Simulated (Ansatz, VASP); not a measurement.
## NbCd3: VASP beside Ansatz

The input INCAR:

```
SYSTEM = NbCd3
ALGO     = Fast           ! electronic algorithm
EDIFF    = 1E-7           ! SCF threshold, eV
EDIFFG   = -0.01          ! ionic threshold
ENCUT    = 600            ! plane-wave cutoff, eV
GGA      = PE             ! functional
IBRION   = 2              ! ionic algorithm
ISIF     = 3              ! what is computed and relaxed
ISMEAR   = 0              ! smearing method
LASPH    = .TRUE.         ! aspherical terms in the spheres
LCHARG   = .FALSE.        ! write CHGCAR
LREAL    = .FALSE.        ! projectors in reciprocal space
LWAVE    = .FALSE.        ! write WAVECAR
NELM     = 60             ! most SCF steps
NSW      = 100            ! ionic steps
PREC     = Accurate       ! precision mode
SIGMA    = 0.1            ! smearing width, eV
```

Contents of KPOINTS:

```
k-points
0
G
  12 12 12
  0 0 0
```

POSCAR

```
NbCd3
1.0
    4.3082562829      0.0000000000      0.0000000000
    0.0000000000      4.3082562829      0.0000000000
    0.0000000000      0.0000000000      4.3082562829
Nb Cd
1 3
Direct
    0.0000000000      0.0000000000      0.0000000000
    0.0000000000      0.5000000000      0.5000000000
    0.5000000000      0.0000000000      0.5000000000
    0.5000000000      0.5000000000      0.0000000000
```

Input for Ansatz:

```yaml
crystal:
  lattice:
    - [4.3082562829, 0.0, 0.0]
    - [0.0, 4.3082562829, 0.0]
    - [0.0, 0.0, 4.3082562829]
  atoms:
    - { symbol: Nb, position: [0.0, 0.0, 0.0] }
    - { symbol: Cd, position: [0.0, 0.5, 0.5] }
    - { symbol: Cd, position: [0.5, 0.0, 0.5] }
    - { symbol: Cd, position: [0.5, 0.5, 0.0] }
basis:
  ecutwfc: 420
kpoints:
  mp_grid: { grid: [12, 12, 12] }
hamiltonian:
  xc: pbe
scf:
  occupations: { method: gaussian, width: 0.1 }
output:
  forces: true
  stress: true
  eigenvalues: true
relax:
  adjacent_minimum: "off"
  f_tol: 0.01
  max_steps: 80
  cell: { stress_tol: 0.05 }
```

Alike in both runs: task relaxation of cell and atoms; functional PBE; k mesh 12 × 12 × 12; occupations gaussian, width 0.1 eV; no spin polarisation.

|  | VASP | Ansatz |
| --- | --- | --- |
| version | VASP 6.6.1 | Ansatz 0.2.0 |
| potentials or method | VASP PAW PBE potentials, release 64 (Nb_sv, Cd), cutoff 600 eV | scalar-relativistic, plane waves, PAW |
| valence electrons in the cell | 49 | 73 |

VASP gave:

```
gap on the k mesh at the Fermi level, each at its own relaxed structure (eV) : none
relaxed volume (Å³/atom)                                                     : 20.04
relaxed length of the cell vector where the two differ most in proportion (Å)              : 4.311
```

Task: Estimate Ansatz's values.

Result: gap on the k mesh at the Fermi level, each at its own relaxed structure (eV): none; relaxed volume (Å³/atom): 19.97; relaxed length of the cell vector where the two differ most in proportion (Å): 4.307.

A gap of «none» marks a metal or a gap that the smearing closes. VASP's potentials hold 49 valence electrons a cell and Ansatz's 73, so a difference there can come from the potentials and not from the codes.
